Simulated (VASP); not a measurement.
**Be2C: single point with LDA**

Crystal: Be2C.

```xyz
3
Lattice="0.0000 2.1342 2.1342 2.1342 0.0000 2.1342 2.1342 2.1342 0.0000" Properties=species:S:1:pos:R:3 pbc="T T T"
Be    3.2012    3.2012    3.2012
Be    1.0671    1.0671    1.0671
C     0.0000    0.0000    0.0000
```

| Item | Value |
| --- | --- |
| Program | VASP 6.6.1 |
| Task | single point |
| Functional | LDA |
| Potentials or basis | VASP PAW LDA potentials, release 64 (Be, C) |
| Cutoff | 600 eV |
| k mesh | 10 × 10 × 10 |
| Occupations | fermi-dirac, width 0.02 eV |
| Spin | no spin polarisation |
| Dipole correction | no |
| Further INCAR settings | ALGO = Normal; EDIFF = 1e-06; NBANDS = 11 |

| Quantity | Value |
| --- | --- |
| Pressure | 0.5 GPa |
| Band gap on the k mesh | 1.20 eV, indirect (least direct gap 4.10 eV) |

Levels at points of the mesh, in eV from the valence-band top:
```tsv
k point	band 1	band 2	band 3	band 4	band 5	band 6	band 7	band 8	band 9
(0.00, 0.00, 0.00)	-15.17	0.00	0.00	0.00	4.10	4.10	4.10	7.35	13.35
(0.50, 0.00, 0.00)	-12.21	-8.95	-1.91	-1.91	5.01	5.01	7.59	9.99	14.79
(0.50, 0.50, 0.00)	-11.48	-6.85	-4.92	-4.92	1.20	6.10	13.55	13.55	15.83
```

It took 3.4 s on 1 thread of Intel(R) Xeon(R) 6975P-C (Granite Rapids), with other jobs on the host, peak memory 0.12 GiB.

A k mesh can miss the band edges. LDA gaps usually lie below the measured ones, often by a third to a half.
